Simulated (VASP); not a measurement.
Set up this calculation in VASP 6.6.1, as the native input.

```yaml
Task: relaxation of cell and atoms
Functional: PBE
Potentials_or_basis: VASP PAW PBE potentials, release 64 (Hf_pv, N)
Cutoff: 600 eV
k_mesh: 17 × 17 × 17
Occupations: fermi-dirac, width 0.08 eV
Spin: no spin polarisation
Target_pressure: 200 GPa
Dipole_correction: no
Further_INCAR_settings: ALGO = Normal; EDIFF = 1e-06; IBRION = 2; EDIFFG = -0.005; NSW = 32; ISIF = 3
```

The structure of HfN (rocksalt type) lies in POSCAR:

```
HfN
1.0
    0.0000000000      2.0183701469      2.0183701469
    2.0183701469      0.0000000000      2.0183701469
    2.0183701469      2.0183701469      0.0000000000
Hf N
1 1
Direct
    0.0000000000      0.0000000000      0.0000000000
    0.5000000000      0.5000000000      0.5000000000
```

One way to write it, as run:

INCAR

```
PREC = Accurate
ENCUT = 600
EDIFF = 1E-6
ISMEAR = -1
SIGMA = 0.08
LREAL = F
LASPH = T
NELM = 80
ALGO = Normal
ISIF = 3
LWAVE = F
LCHARG = F
GGA = PE
IBRION = 2
NSW = 32
EDIFFG = -0.005
PSTRESS = 2000.0
```

KPOINTS

```
Automatic mesh
0
Gamma
  17 17 17
```

Potentials or basis: VASP PAW PBE potentials, release 64 (Hf_pv, N).

The run is started by

```bash
$ cat potpaw_PBE.64/Hf_pv/POTCAR potpaw_PBE.64/N/POTCAR > POTCAR
$ mpirun -np 1 vasp_std > vasp.out
```

Results of the run:

* Relaxed volume: 8.22 Å³/atom
* Relaxed cell: a = 2.854 Å, b = 2.854 Å, c = 2.854 Å, α = 60.00°, β = 60.00°, γ = 60.00°
* Space group after relaxing (to 0.05 Å): Fm-3m (No. 225)
* Energy change on relaxing (the enthalpy is what falls): +6.0 meV/atom
* Ionic steps: 4
* Pressure after relaxing: 200.1 GPa

Caveat: the cell is relaxed towards a set pressure, so the enthalpy falls and the energy may rise.

Run time: 54 s on 1 thread of Intel Xeon 6975P-C, with other jobs on the host, peak memory 0.18 GiB.
